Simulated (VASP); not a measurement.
Set up this calculation in VASP 6.6.1, as the native input.

```
Task                   : single point
Functional             : r2SCAN
Potentials or basis    : VASP PAW PBE potentials, release 64 (P)
Cutoff                 : 520 eV
k mesh                 : 8 × 1 × 6
Occupations            : gaussian, width 0.05 eV
Spin                   : no spin polarisation
Dipole correction      : no
Further INCAR settings : ALGO = Normal; EDIFF = 1e-06; NBANDS = 18
```

System: P, a slab with vacuum.

```
CELL_PARAMETERS angstrom
3.28373 0.00000 0.00000
0.00000 34.85703 0.00000
0.00000 0.00000 4.63208
ATOMIC_POSITIONS crystal
P 0.98294 0.97026 0.60292
P 0.00000 0.02974 0.40785
P 0.50000 0.02974 0.09215
P 0.50000 0.97026 0.90785
```

This cell differs from its parent crystal: atom 1 (P) moved +0.075 Å towards its neighbour atom 4 (P) at 2.199 Å.

The input as run:

POSCAR

```
P
1.0
    3.2837277200      0.0000000000      0.0000000000
    0.0000000000     34.8570309900      0.0000000000
    0.0000000000      0.0000000000      4.6320847100
P
4
Direct
   -0.0170557432      0.9702614300      0.6029196671
    0.0000000000      0.0297385700      0.4078492800
    0.5000000000      0.0297385700      0.0921507200
    0.5000000000      0.9702614300      0.9078492800
```

INCAR.step1

```
ALGO = Normal
EDIFF = 1E-4
ENCUT = 520
GGA = PE
ISMEAR = 0
LASPH = T
LCHARG = F
LREAL = F
LWAVE = T
NBANDS = 18
NELM = 80
PREC = Accurate
SIGMA = 0.05
```

INCAR.step2

```
ALGO = Normal
EDIFF = 1E-6
ENCUT = 520
ISIF = 2
ISMEAR = 0
ISTART = 1
LASPH = T
LCHARG = F
LMIXTAU = T
LREAL = F
LWAVE = F
METAGGA = R2SCAN
NBANDS = 18
NELM = 80
PREC = Accurate
SIGMA = 0.05
```

KPOINTS

```
k-points
0
Gamma
  8 1 6
```

Potentials or basis: VASP PAW PBE potentials, release 64 (P).

Command:

```console
$ cat potpaw_PBE.64/P/POTCAR > POTCAR
$ cp INCAR.step1 INCAR
$ mpirun -np 1 vasp_std > vasp.out
$ cp INCAR.step2 INCAR
$ mpirun -np 1 vasp_std > vasp.out
```

It gave:

- Largest force: 1.115 eV/Å
- Band gap on the k mesh: 1.03 eV

Caveat: the cell differs from its parent crystal (atom 1 (P) moved +0.075 Å towards its neighbour atom 4 (P) at 2.199 Å); there is no dipole correction, which matters where the two faces differ; the PAW data sets were made with another functional, which shifts forces and pressure a little.

Run time: 13 min on 1 thread of Intel(R) Xeon(R) 6975P-C (Granite Rapids), on a shared host, peak memory 0.66 GiB.
